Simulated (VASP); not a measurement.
# Te (R-3m) in VASP: further runs

Runs on Te. Level: LDA. Tasks: single point.

Everything below comes from runs of VASP 6.6.1. Logs are shortened: lines on timing, memory, paths and dates and some standing lists are left out, and cuts for length are marked.

## Step 1: The cell of the first run

Symmetry: R-3m, No. 166, trigonal system. The conventional cell has a = 4.612 Å, b = 4.612 Å, c = 5.073 Å, α = 90.00°, β = 90.00°, γ = 120.00°. Te (site symmetry -3m) has 6 Te at 3.15 Å within 4.2 Å.

## Step 2: Single point, LDA

INCAR reads:

```
PREC = Accurate
ENCUT = 500
EDIFF = 1E-6
ISMEAR = -1
SIGMA = 0.1
LREAL = F
LASPH = T
NELM = 120
ALGO = Normal
ISIF = 2
LWAVE = F
LCHARG = F
GGA = CA
NBANDS = 9
GGA_COMPAT = F
```

KPOINTS reads:

```
Automatic mesh
0
Gamma
  3 3 3
```

POSCAR reads:

```
Te
1.0
    3.1541900000      0.0000000000      0.0000000000
   -0.2173209829      3.1466944794      0.0000000000
   -0.2173209829     -0.2328475438      3.1380675850
Te
1
Direct
    0.5000000000      0.5000000000      0.5000000000
```

Potentials or basis: VASP PAW LDA potentials, release 64 (Te).

The run is started by

```sh
cat potpaw_LDA.64/Te/POTCAR > POTCAR
mpirun -np 1 vasp_std > vasp.out
```

OUTCAR:

```text
PREC = Accurate
   ENCUT = 500
   EDIFF = 1E-6
   ISMEAR = -1
   LREAL = F
   LASPH = T
   NELM = 120
   ISIF = 2
   GGA = CA

 ion  position               nearest neighbor table
   1  0.500  0.500  0.500-

  LATTYP: Found a trigonal (rhomboedric) cell.
 ALAT       =     3.1541900000
 COS(alpha) =    -0.0688991414

  Lattice vectors:

 A1 = (   3.1541900000,   0.0000000000,   0.0000000000)
 A2 = (  -0.2173209829,   3.1466944794,   0.0000000000)
 A3 = (  -0.2173209829,  -0.2328475438,   3.1380675850)

Analysis of symmetry for initial positions (statically):
=====================================================================
 Subroutine PRICEL returns:
 Original cell was already a primitive cell.

 Routine SETGRP: Setting up the symmetry group for a
 trigonal (rhombohedral) supercell.

 Subroutine GETGRP returns: Found 12 space group operations
 (whereof 12 operations were pure point group operations)
 out of a pool of 12 trial point group operations.

The static configuration has the point symmetry D_3d.

Analysis of symmetry for dynamics (positions and initial velocities):
=====================================================================
 Subroutine PRICEL returns:
 Original cell was already a primitive cell.

 Routine SETGRP: Setting up the symmetry group for a
 trigonal (rhombohedral) supercell.

 Subroutine GETGRP returns: Found 12 space group operations
 (whereof 12 operations were pure point group operations)
 out of a pool of 12 trial point group operations.

The dynamic configuration has the point symmetry D_3d.

 Subroutine INISYM returns: Found 12 space group operations
 (whereof 12 operations are pure point group operations),
 and found     1 'primitive' translations

----------------------------------------------------------------------------------------

                                     Primitive cell

  volume of cell :      31.1462

  direct lattice vectors                    reciprocal lattice vectors
     3.154190000  0.000000000  0.000000000     0.317038606  0.021895720  0.023580597
    -0.217320983  3.146694479  0.000000000     0.000000000  0.317793801  0.023580597
    -0.217320983 -0.232847544  3.138067585     0.000000000  0.000000000  0.318667452

  length of vectors
     3.154190000  3.154190000  3.154190000     0.318667452  0.318667452  0.318667452

  position of ions in fractional coordinates (direct lattice)
     0.500000000  0.500000000  0.500000000

  ion indices of the primitive-cell ions
   primitive index   ion index
                 1           1

----------------------------------------------------------------------------------------

 KPOINTS: Automatic mesh

Automatic generation of k-mesh.
 Grid dimensions read from file:
 generate k-points for:    3    3    3

 Generating k-lattice:

  Cartesian coordinates                     Fractional coordinates (reciprocal lattice)
     0.105679535  0.007298573  0.007860199     0.333333333 -0.000000000  0.000000000
     0.000000000  0.105931267  0.007860199     0.000000000  0.333333333  0.000000000
     0.000000000  0.000000000  0.106222484     0.000000000  0.000000000  0.333333333

  Length of vectors
     0.106222484  0.106222484  0.106222484

  Shift w.r.t. Gamma in fractional coordinates (k-lattice)
     0.000000000  0.000000000  0.000000000

 Subroutine IBZKPT returns following result:
 ===========================================

 Found      6 irreducible k-points:

 Following reciprocal coordinates:
            Coordinates               Weight
  0.000000  0.000000  0.000000      1.000000
  0.333333 -0.000000 -0.000000      6.000000
  0.333333  0.333333  0.000000      6.000000
 -0.333333  0.333333 -0.000000      6.000000
  0.333333  0.333333  0.333333      2.000000
 -0.333333  0.333333  0.333333      6.000000
   k-points           NKPTS =      6   k-points in BZ     NKDIM =      6   number of bands    NBANDS=      9
   number of dos      NEDOS =    301   number of ions     NIONS =      1
   total plane-waves  NPLWV =  13824
   dimension x,y,z NGX =    24 NGY =   24 NGZ =   24
   dimension x,y,z NGXF=    48 NGYF=   48 NGZF=   48
   ions per type =               1
   NGX,Y,Z   is equivalent  to a cutoff of  12.65, 12.65, 12.65 a.u.
   NGXF,Y,Z  is equivalent  to a cutoff of  25.30, 25.30, 25.30 a.u.
 SYSTEM =  unknown system
   PREC   = accura    normal or accurate (medium, high low for compatibility)
   ISTART =      0    job   : 0-new  1-cont  2-samecut
   ICHARG =      2    charge: 1-file 2-atom 10-const
   ISPIN  =      1    spin polarized calculation?
   LNONCOLLINEAR =      F non collinear calculations
   LSORBIT =      F    spin-orbit coupling
   LASPH  =      T    aspherical Exc in radial PAW
   ENCUT  =  500.0 eV  36.75 Ry    6.06 a.u.   5.75  5.75  5.75*2*pi/ulx,y,z
   NELM   =    120;   NELMIN=  2; NELMDL= -5     # of ELM steps
   EDIFF  = 0.1E-05   stopping-criterion for ELM
   LREAL  =      F    real-space projection
   EDIFFG = 0.1E-04   stopping-criterion for IOM
   NSW    =      0    number of steps for IOM
   IBRION =     -1    ionic relax: 0-MD 1-quasi-New 2-CG
   NFREE  =      0    steps in history (QN), initial steepest desc. (CG)
   ISIF   =      2    stress and relaxation
   ISYM   =      2    0-nonsym 1-usesym 2-fastsym
   POTIM  = 0.5000    time-step for ionic-motion
   TEBEG  =    0.0;   TEEND  =   0.0 temperature during run
   PSTRESS=    0.0 pullay stress
   NELECT =       6.0000    total number of electrons
   NUPDOWN=      -1.0000    fix difference up-down
   EMIN   =  10.00;   EMAX   =-10.00  energy-range for DOS
   EFERMI =   0.00;   METHOD = LEGACY
   ISMEAR =    -1;   SIGMA  =   0.10  broadening in eV -4-tet -1-fermi 0-gaus
   EFERMI_NEDOS =   21; number of points for ismear=-14 and -15
   IALGO  =     38    algorithm
   IMIX   =      4    mixing-type and parameters
     AMIX     =   0.40;   BMIX     =  1.00
     AMIX_MAG =   1.60;   BMIX_MAG =  1.00
  volume/ion in A,a.u.               =      31.15       210.18
  Fermi-wavevector in a.u.,A,eV,Ry     =   0.945490  1.786717 12.162950  0.893952
  Thomas-Fermi vector in A             =   2.073397
   LORBIT       =      0    0 simple, 1 ext, 2 COOP (PROOUT), +10 PAW based schemes
   GGA     = CA    functional components
   LHFCALC =     F    Hartree Fock is set to
   AEXX    =    0.0000 exact exchange contribution
   IVDW    =     0    specifies the selected vdW correction
   LEPSILON=     F    determine dielectric tensor
   LRPA    =     F    only Hartree local field effects (RPA)
 non-spin polarized calculation
  energy-cutoff  :      500.00
  volume of cell :       31.15
 maximum number of plane-waves:       805
   NGX = 11   NGY = 11   NGZ = 11

 number of electron       5.9999999 magnetization

 Free energy of the ion-electron system (eV)
  ---------------------------------------------------
  ext. energy  EPLUGINS =         0.00000000
  ---------------------------------------------------
  free energy    TOTEN  =        -4.91260760 eV

  energy without entropy =       -4.91260748  energy(sigma->0) =       -4.91260754

 E-fermi :   6.3986     XC(G=0):  -9.7179

 val. band max:        4.7595048413   @ k =  -0.3333   0.3333   0.3333
 cond. band min:       7.8526564291   @ k =   0.0000   0.0000   0.0000
 fundamental gap:      3.0931515878
 Fermi energy:         6.3985721723

 k-point     1 :       0.0000    0.0000    0.0000
  band No.  band energies     occupation
      1      -7.0743      2.00000
      2       7.8527      0.00000
      3       8.3374      0.00000
      4       8.3374      0.00000
      5      13.0048      0.00000
      6      13.0048      0.00000
      7      13.4932      0.00000
      8      23.7127      0.00000
      9      23.7827      0.00000

 k-point     2 :       0.3333   -0.0000   -0.0000
  band No.  band energies     occupation
      1      -5.8522      2.00000
      2       2.1148      2.00000
      3       8.9402      0.00000
      4       9.2721      0.00000
      5      14.1194      0.00000
      6      14.8162      0.00000
      7      17.6427      0.00000
      8      18.3043      0.00000
      9      20.0159      0.00000

 k-point     3 :       0.3333    0.3333    0.0000
  band No.  band energies     occupation
      1      -4.5557      2.00000
      2       2.8996      2.00000
      3       3.2044      2.00000
      4      10.0288      0.00000
      5      12.0740      0.00000
      6      15.9776      0.00000
      7      19.2394      0.00000
      8      19.4413      0.00000
      9      20.5631      0.00000

 k-point     4 :      -0.3333    0.3333   -0.0000
  band No.  band energies     occupation
      1      -4.7092      2.00000
      2       3.3961      2.00000
      3       3.5007      2.00000
      4      10.0388      0.00000
      5      10.9927      0.00000
      6      15.6656      0.00000
      7      18.7764      0.00000
      8      19.0471      0.00000
      9      21.5410      0.00000

 k-point     5 :       0.3333    0.3333    0.3333
  band No.  band energies     occupation
      1      -3.1932      2.00000
      2       3.8521      2.00000
      3       3.8521      2.00000
      4       4.4881      2.00000
      5      12.2700      0.00000
      6      13.2328      0.00000
      7      13.2328      0.00000
      8      20.9824      0.00000
      9      24.2571      0.00000

 k-point     6 :      -0.3333    0.3333    0.3333
  band No.  band energies     occupation
      1      -3.4779      2.00000
      2       4.0796      2.00000
      3       4.4655      2.00000
      4       4.7595      2.00000
      5      12.0567      0.00000
      6      12.5544      0.00000
      7      14.1803      0.00000
      8      18.3805      0.00000
      9      22.8191      0.00000

------------------------ aborting loop because EDIFF is reached ----------------------------------------

  FORCE on cell =-STRESS in cart. coord.  units (eV):
  Direction    XX          YY          ZZ          XY          YZ          ZX
  --------------------------------------------------------------------------------------
  -------------------------------------------------------------------------------------
  Total       -1.3489571     -1.3135634     -1.2696848      0.2562405      0.2956742      0.2759583
  in kB      -69.3911339    -67.5704659    -65.3133253     13.1811616     15.2096508     14.1954526
  external PRESSURE =     -67.4249750 kB  Pullay stress =       0.0000000 kB

 VOLUME and BASIS-vectors are now :
 -----------------------------------------------------------------------------
  energy-cutoff  :      500.00
  volume of cell :       31.15
      direct lattice vectors                 reciprocal lattice vectors
     3.154190000  0.000000000  0.000000000     0.317038606  0.021895720  0.023580597
    -0.217320983  3.146694479  0.000000000     0.000000000  0.317793801  0.023580597
    -0.217320983 -0.232847544  3.138067585     0.000000000  0.000000000  0.318667452

 POSITION                                       TOTAL-FORCE (eV/Angst)
 -----------------------------------------------------------------------------------
      1.35977      1.45692      1.56903         0.000000     -0.000000      0.000000
 -----------------------------------------------------------------------------------
    total drift:                                0.000000     -0.000000     -0.000000

  FREE ENERGIE OF THE ION-ELECTRON SYSTEM (eV)
  ---------------------------------------------------
  free  energy   TOTEN  =        -4.9126075994 eV

  energy  without entropy=       -4.9126074784  energy(sigma->0) =       -4.91260754
```

Run time: 3.1 s. Hardware: 1 thread of Intel Xeon Platinum 8559C (Emerald Rapids), shared host; peak memory 0.12 GiB.

What came out:

* Free energy: -4.9126 eV
* Pressure: -6.7 GPa
* Band gap on the k mesh: zero (band 3 reaches 8.94 eV, above the bottom of band 4 at 4.49 eV)

Stress tensor (GPa, compression positive):
```
-6.94  1.32  1.42
 1.32 -6.76  1.52
 1.42  1.52 -6.53
```

Levels at points of the mesh, in eV from the Fermi level:
```
           k point  band 1  band 2  band 3  band 4  band 5  band 6  band 7
(0.00, 0.00, 0.00)  -13.47    1.45    1.94    1.94    6.61    6.61    7.09
```

Caveat: the k points lie up to 0.67 Å⁻¹ apart; spin-orbit coupling is left out, which moves the levels of the heavy elements.

## Step 3: Single point, LDA

INCAR, as its differences from that of step 2:

```diff
@@ -12,3 +12,2 @@
 LCHARG = F
-GGA = CA
 NBANDS = 9
```

KPOINTS reads:

```
regular mesh
0
Gamma
  4 4 4
```

POSCAR is that of step 2.

Potentials or basis: VASP PAW LDA potentials, release 64 (Te).

The run is started by

```sh
cat potpaw_LDA.64/Te/POTCAR > POTCAR
mpirun -np 1 vasp_std > vasp.out
```

OUTCAR:

```text
PREC = Accurate
   ENCUT = 500
   EDIFF = 1E-6
   ISMEAR = -1
   LREAL = F
   LASPH = T
   NELM = 120
   ISIF = 2

 ion  position               nearest neighbor table
   1  0.500  0.500  0.500-

  LATTYP: Found a trigonal (rhomboedric) cell.
 ALAT       =     3.1541900000
 COS(alpha) =    -0.0688991414

  Lattice vectors:

 A1 = (   3.1541900000,   0.0000000000,   0.0000000000)
 A2 = (  -0.2173209829,   3.1466944794,   0.0000000000)
 A3 = (  -0.2173209829,  -0.2328475438,   3.1380675850)

Analysis of symmetry for initial positions (statically):
=====================================================================
 Subroutine PRICEL returns:
 Original cell was already a primitive cell.

 Routine SETGRP: Setting up the symmetry group for a
 trigonal (rhombohedral) supercell.

 Subroutine GETGRP returns: Found 12 space group operations
 (whereof 12 operations were pure point group operations)
 out of a pool of 12 trial point group operations.

The static configuration has the point symmetry D_3d.

Analysis of symmetry for dynamics (positions and initial velocities):
=====================================================================
 Subroutine PRICEL returns:
 Original cell was already a primitive cell.

 Routine SETGRP: Setting up the symmetry group for a
 trigonal (rhombohedral) supercell.

 Subroutine GETGRP returns: Found 12 space group operations
 (whereof 12 operations were pure point group operations)
 out of a pool of 12 trial point group operations.

The dynamic configuration has the point symmetry D_3d.

 Subroutine INISYM returns: Found 12 space group operations
 (whereof 12 operations are pure point group operations),
 and found     1 'primitive' translations

----------------------------------------------------------------------------------------

[... 98 lines left out ...]
     AMIX_MAG =   1.60;   BMIX_MAG =  1.00
  volume/ion in A,a.u.               =      31.15       210.18
  Fermi-wavevector in a.u.,A,eV,Ry     =   0.945490  1.786717 12.162950  0.893952
  Thomas-Fermi vector in A             =   2.073397
   LORBIT       =      0    0 simple, 1 ext, 2 COOP (PROOUT), +10 PAW based schemes
   GGA     = CA    functional components
   LHFCALC =     F    Hartree Fock is set to
   AEXX    =    0.0000 exact exchange contribution
   IVDW    =     0    specifies the selected vdW correction
   LEPSILON=     F    determine dielectric tensor
   LRPA    =     F    only Hartree local field effects (RPA)
 non-spin polarized calculation
  energy-cutoff  :      500.00
  volume of cell :       31.15
 maximum number of plane-waves:       810
 NGX is ok and might be reduce to    24
   NGX = 11   NGY = 11   NGZ = 11

 number of electron       5.9999999 magnetization

 Free energy of the ion-electron system (eV)
  ---------------------------------------------------
  ext. energy  EPLUGINS =         0.00000000
  ---------------------------------------------------
  free energy    TOTEN  =        -3.84502084 eV

  energy without entropy =       -3.81489111  energy(sigma->0) =       -3.82995598

 E-fermi :   6.0057     XC(G=0):  -9.7139

 val. band max:        5.9412536265   @ k =   0.5000   0.2500   0.2500
 cond. band min:       6.3342420694   @ k =  -0.2500   0.5000   0.2500
 fundamental gap:      0.3929884430
 Fermi energy:         6.0056813575

 k-point     1 :       0.0000    0.0000    0.0000
  band No.  band energies     occupation
      1      -7.0619      2.00000
      2       7.8711      0.00000
      3       8.3454      0.00000
      4       8.3454      0.00000
      5      13.0126      0.00000
      6      13.0126      0.00000
      7      13.5039      0.00000
      8      23.7238      0.00000
      9      23.7978      0.00000
[... 133 lines left out ...]
 k-point    13 :       0.5000    0.5000    0.5000
  band No.  band energies     occupation
      1      -1.3740      2.00000
      2       3.5152      2.00000
      3       3.5152      2.00000
      4       4.4601      2.00000
      5      10.8288      0.00000
      6      10.8288      0.00000
      7      12.2858      0.00000
      8      14.0042      0.00000
      9      28.1175      0.00000

------------------------ aborting loop because EDIFF is reached ----------------------------------------

  FORCE on cell =-STRESS in cart. coord.  units (eV):
  Direction    XX          YY          ZZ          XY          YZ          ZX
  --------------------------------------------------------------------------------------
  -------------------------------------------------------------------------------------
  Total       -0.4831680     -0.4700498     -0.4537866      0.0949730      0.1095887      0.1022812
  in kB      -24.8544449    -24.1796322    -23.3430453      4.8854676      5.6373071      5.2614045
  external PRESSURE =     -24.1257075 kB  Pullay stress =       0.0000000 kB

 VOLUME and BASIS-vectors are now :
 -----------------------------------------------------------------------------
  energy-cutoff  :      500.00
  volume of cell :       31.15
      direct lattice vectors                 reciprocal lattice vectors
     3.154190000  0.000000000  0.000000000     0.317038606  0.021895720  0.023580597
    -0.217320983  3.146694479  0.000000000     0.000000000  0.317793801  0.023580597
    -0.217320983 -0.232847544  3.138067585     0.000000000  0.000000000  0.318667452

 POSITION                                       TOTAL-FORCE (eV/Angst)
 -----------------------------------------------------------------------------------
      1.35977      1.45692      1.56903         0.000000     -0.000000      0.000000
 -----------------------------------------------------------------------------------
    total drift:                                0.000000     -0.000000     -0.000000

  FREE ENERGIE OF THE ION-ELECTRON SYSTEM (eV)
  ---------------------------------------------------
  free  energy   TOTEN  =        -3.8450208398 eV

  energy  without entropy=       -3.8148911110  energy(sigma->0) =       -3.82995598
```

Wall time 3.3 s (1 thread of Intel Xeon Platinum 8559C (Emerald Rapids), shared host); peak memory 0.12 GiB.

Results:

```yaml
Free_energy: -3.8450 eV
Pressure: -2.4 GPa
Band_gap_on_the_k_mesh: zero (band 3 reaches 9.36 eV, above the bottom of band 4 at 4.46 eV)
```

Caveat: the k points lie up to 0.50 Å⁻¹ apart; spin-orbit coupling is left out, which moves the levels of the heavy elements.
